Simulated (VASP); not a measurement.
Here is a VASP 6.6.1 calculation.

INCAR

```
PREC     = Accurate       # precision mode
ENCUT    = 600            # plane-wave cutoff, eV
EDIFF    = 1E-6           # SCF threshold, eV
ISMEAR   = 1              # smearing method
SIGMA    = 0.1            # smearing width, eV
LREAL    = F              # projectors in reciprocal space
LASPH    = T              # aspherical terms in the spheres
NELM     = 80             # most SCF steps
ALGO     = Normal         # electronic algorithm
ISIF     = 3              # what is computed and relaxed
LWAVE    = F              # write WAVECAR
LCHARG   = F              # write CHGCAR
GGA      = PE             # functional
IBRION   = 2              # ionic algorithm
NSW      = 80             # ionic steps
EDIFFG   = -0.01          # ionic threshold
```

File KPOINTS:

```
Automatic mesh
0
Gamma
  13 13 7
```

POSCAR

```
Ti
1.0
    2.9500000000      0.0000000000      0.0000000000
   -1.4750000000      2.5547750000      0.0000000000
    0.0000000000      0.0000000000      4.6800000000
Ti
2
Direct
    0.3333333333      0.6666666667      0.2500000000
    0.6666666667      0.3333333333      0.7500000000
```

Potentials or basis: VASP PAW PBE potentials, release 64 (Ti_sv).

Run with:

```bash
$ cat potpaw_PBE.64/Ti_sv/POTCAR > POTCAR
$ mpirun -np 1 vasp_std > vasp.out
```

Question: Estimate the relaxed volume.

Answer: 17.35 Å³/atom.

Question: Predict the relaxed cell.

Answer: a = 2.935 Å, b = 2.935 Å, c = 4.652 Å, α = 90.00°, β = 90.00°, γ = 120.00°.

Question: What does it give for the space group after relaxing (to 0.05 Å)?

Answer: P6_3/mmc (No. 194).

Question: Estimate the band gap on the k mesh.

Answer: Zero (band 12 reaches 9.12 eV, above the bottom of band 13 at 8.01 eV).

The path:
```
step  energy change (eV)  largest force (eV/Å)  pressure (GPa)  volume (Å³)
   1              0.0000                0.0000           -1.75        35.27
   2             -0.0015                0.0000            1.35        34.30
   3             -0.0032                0.0000            0.00        34.70
```
